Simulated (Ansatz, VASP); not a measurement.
## BaS: VASP beside Ansatz

The input POSCAR:

```
BaS
1.0
    0.0000000000      3.3193910357      3.2117958739
    3.3193910357      0.0000000000      3.2117958739
    3.3193910357      3.3193910357      0.0000000000
Ba S
1 1
Direct
    0.0000000000      0.0000000000      0.0000000000
    0.5000000000      0.5000000000      0.5000000000
```

INCAR.step1

```
SYSTEM = BaS
PREC     = Accurate       ! precision mode
ENCUT    = 520            ! plane-wave cutoff, eV
EDIFF    = 1E-5           ! SCF threshold, eV
ISMEAR   = 0              ! smearing method
SIGMA    = 0.01           ! smearing width, eV
LREAL    = .False.        ! projectors in reciprocal space
LASPH    = .True.         ! aspherical terms in the spheres
NELM     = 100            ! most SCF steps
ALGO     = Normal         ! electronic algorithm
ISIF     = 2              ! what is computed and relaxed
LWAVE    = .True.         ! write WAVECAR
LCHARG   = .False.        ! write CHGCAR
NBANDS   = 15             ! bands
GGA      = PE             ! functional
```

File INCAR.step2:

```
SYSTEM = BaS
PREC     = Accurate       ! precision mode
ENCUT    = 520            ! plane-wave cutoff, eV
EDIFF    = 1E-7           ! SCF threshold, eV
ISMEAR   = 0              ! smearing method
SIGMA    = 0.01           ! smearing width, eV
LREAL    = .False.        ! projectors in reciprocal space
LASPH    = .True.         ! aspherical terms in the spheres
NELM     = 100            ! most SCF steps
ALGO     = Normal         ! electronic algorithm
ISIF     = 2              ! what is computed and relaxed
LWAVE    = .False.        ! write WAVECAR
LCHARG   = .False.        ! write CHGCAR
GGA      = PE             ! functional
LHFCALC  = .True.         ! exact exchange
HFSCREEN = 0.2079         ! screening, 1/A
PRECFOCK = Normal       
NBANDS   = 15             ! bands
ISTART   = 1
```

KPOINTS

```
regular mesh
0
Gamma
  6 6 6
  0 0 0
```

Input for Ansatz:

```yaml
crystal:
  lattice:
    - [0.0, 3.3193910357, 3.2117958739]
    - [3.3193910357, 0.0, 3.2117958739]
    - [3.3193910357, 3.3193910357, 0.0]
  atoms:
    - { symbol: Ba, position: [0.0, 0.0, 0.0] }
    - { symbol: S, position: [0.5, 0.5, 0.5] }
kpoints:
  mp_grid: { grid: [6, 6, 6] }
  band_path:
    path:
      - [0.0, 0.0, 0.0]
      - [0.5, 0.0, 0.5]
      - [0.625, 0.25, 0.625]
      - [0.375, 0.375, 0.75]
      - [0.5, 0.5, 0.5]
      - [0.5, 0.25, 0.75]
      - [0.5, 0.5, 0.0]
    npoints: 1
hamiltonian:
  xc: hse06
scf:
  occupations: { method: fixed }
  n_extra_bands: 4
output:
  forces: true
  stress: true
  eigenvalues: true
```

Change from the starting cell: biaxial_xy strain +3.4%.

Alike in both runs: task single point; functional HSE06; k mesh 6 × 6 × 6; no spin polarisation.

|  | VASP | Ansatz |
| --- | --- | --- |
| version | VASP 6.6.1 | Ansatz 0.2.0 |
| potentials or method | VASP PAW PBE potentials, release 64 (Ba_sv, S) | plane waves, PAW |
| plane-wave cutoff (eV) | 520 | 420 |
| occupations | gaussian, width 0.01 eV | fixed |
| valence electrons in the cell | 16 | 16 |

Ansatz gave:

- gap on the k mesh at the Fermi level (eV): 3.15
- pressure (GPa): -2.6
- traceless stress, the component that is largest in VASP (GPa): 1.19

Problem. Estimate VASP's values.

Solution. gap on the k mesh at the Fermi level (eV): 3.07; pressure (GPa): -2.2; traceless stress, the component that is largest in VASP (GPa): 1.31.

Ansatz's warnings: stress exchange threshold loose, stress scf threshold loose.

Spin-orbit coupling is off throughout.
